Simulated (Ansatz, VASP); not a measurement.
## Two plane-wave programs on Ti

```
Ti
1.0
    -1.62466    1.62466    1.62466
     1.62466   -1.62466    1.62466
     1.62466    1.62466   -1.62466
Ti
1
Cartesian
  0.0000 0.0000 0.0000
```

Alike in both runs: task single point; functional RPBE; k mesh 15 × 15 × 15; occupations fermi-dirac, width 0.1 eV; no spin polarisation.

|  | VASP | Ansatz |
| --- | --- | --- |
| version | VASP 6.6.1 | Ansatz 0.2.0 |
| potentials or method | VASP PAW PBE potentials, release 64 (Ti_sv), cutoff 520 eV | plane waves (420 eV) with PAW, scalar-relativistic |
| valence electrons in the cell | 12 | 12 |

```csv
,VASP,Ansatz,Ansatz less VASP
pressure (GPa),4.0,4.3,+0.29
```

VASP's potentials were made for PBE, not for RPBE.
